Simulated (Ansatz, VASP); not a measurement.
## Ru: VASP beside Ansatz

```xyz
2
Lattice="2.7023 0.0000 0.0000 -1.3512 2.3403 0.0000 0.0000 0.0000 4.3300" Properties=species:S:1:pos:R:3 pbc="T T T"
Ru    0.0000    1.5602    1.0825
Ru    1.3512    0.7801    3.2475
```

Change from the starting cell: strain +0.0150 x Voigt [0, 0, 1, 0, 0, 0], atoms carried along.

Alike in both runs: task single point; functional r2SCAN; k mesh 24 × 24 × 14; occupations gaussian, width 0.15 eV; no spin polarisation.

|  | VASP | Ansatz |
| --- | --- | --- |
| version | VASP 6.6.1 | Ansatz 0.2.0 |
| potentials or method | VASP PAW PBE potentials, release 64 (Ru_pv), cutoff 520 eV | scalar-relativistic, plane waves, PAW |
| valence electrons in the cell | 28 | 32 |

|  | VASP | Ansatz | Ansatz less VASP |
| --- | --- | --- | --- |
| gap on the k mesh at the Fermi level (eV) | none | none | - |
| pressure (GPa) | -3.5 | -4.9 | -1.42 |
| traceless stress, the component that is largest in VASP (GPa) | -5.08 | -5.15 | -0.069 |

VASP's potentials were made for PBE, not for r2SCAN. A gap of «none» marks a metal or a gap that the smearing closes. VASP's potentials hold 28 valence electrons a cell and Ansatz's 32, so a difference there can come from the potentials and not from the codes.
